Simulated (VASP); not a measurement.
Write the native input for VASP 6.6.1 that does the following.

- Task: relaxation of cell and atoms
- Functional: PBE
- Potentials or basis: VASP PAW PBE potentials, release 64 (Si, Se)
- Cutoff: 500 eV
- k mesh: 3 × 3 × 3
- Occupations: gaussian, width 0.2 eV
- Spin: no spin polarisation
- Dipole correction: no
- Further INCAR settings: ALGO = Normal; EDIFF = 1e-07; IBRION = 2; EDIFFG = -0.08; NSW = 36; ISIF = 3

The structure of Si4Se3 lies in POSCAR:

```
Si4Se3
1.0
    5.2000000000      0.0000000000      0.0000000000
    0.0000000000      5.2000000000      0.0000000000
    0.0000000000      0.0000000000      5.2000000000
Si Se
4 3
Direct
    0.2000000000      0.2000000000      0.2000000000
    0.8000000000      0.8000000000      0.2000000000
    0.8000000000      0.2000000000      0.8000000000
    0.2000000000      0.8000000000      0.8000000000
    0.5000000000      0.0000000000      0.5000000000
    0.0000000000      0.5000000000      0.5000000000
    0.5000000000      0.5000000000      0.0000000000
```

These files were run (other wordings do the same):

INCAR

```
PREC = Accurate
ENCUT = 500
EDIFF = 1E-7
ISMEAR = 0
SIGMA = 0.2
LREAL = F
LASPH = T
NELM = 120
ALGO = Normal
ISIF = 3
LWAVE = F
LCHARG = F
GGA = PE
IBRION = 2
NSW = 36
EDIFFG = -0.08
GGA_COMPAT = F
NELMIN = 4
```

KPOINTS

```
regular mesh
0
Gamma
  3 3 3
```

Potentials or basis: VASP PAW PBE potentials, release 64 (Si, Se).

The run is started by

```bash
$ cat potpaw_PBE.64/Si/POTCAR potpaw_PBE.64/Se/POTCAR > POTCAR
$ mpirun -np 1 vasp_std > vasp.out
```

It gave:

```
Relaxed volume                        : 20.03 Å³/atom
Relaxed cell                          : a = 5.195 Å, b = 5.195 Å, c = 5.195 Å, α = 90.00°, β = 90.00°, γ = 90.00°
Space group after relaxing (to 0.1 Å) : P-43m (No. 215)
Energy gained by relaxing             : 172.6 meV/atom
Ionic steps                           : 8
Pressure after relaxing               : 0.2 GPa
Largest force after relaxing          : 0.057 eV/Å
```

Caveat: the k points lie up to 0.40 Å⁻¹ apart in the final cell; the highest band is partly filled, so the run has too few bands; the relaxation stopped at a loose force limit of 0.08 eV/Å, so its end isn't a converged minimum.

Wall time 3.1 min on 1 thread of Intel Xeon 8259CL, with other jobs on the host, peak memory 0.24 GiB.
